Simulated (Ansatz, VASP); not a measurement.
Al3BiO: VASP beside Ansatz

```
Al Bi O
1.0
     5.17069    0.00000    0.00000
    -2.58535    4.47795    0.00000
     0.00000    0.00000    4.84288
Al Bi O
3 1 1
Direct
  0.50000 0.00000 0.50000
  0.00000 0.50000 0.50000
  0.50000 0.50000 0.50000
  0.00000 0.00000 0.00000
  0.00000 0.00000 0.50000
```

Alike in both runs: functional PBE; k mesh 6 × 6 × 4; occupations gaussian, width 0.1 eV; no spin polarisation.

Ansatz relaxed the structure, and its values are those at the end. VASP's run is a single point on that final structure, the one shown.

```csv
,VASP,Ansatz
version,VASP 6.6.1,Ansatz 0.2.0
potentials or method,"VASP PAW PBE potentials, release 64 (Al, Bi_d, O), cutoff 520 eV","scalar-relativistic, plane waves, PAW"
valence electrons in the cell,30,30
```

```tsv
	VASP	Ansatz	Ansatz less VASP
gap on the k mesh at the Fermi level (eV)	none	none	-
pressure (GPa)	0.2	0.2	+0.04
```

A gap of «none» marks a metal or a gap that the smearing closes. The functional is the same, so the differences come from potentials, cutoffs and numerics.

Neither program's run includes spin-orbit coupling.
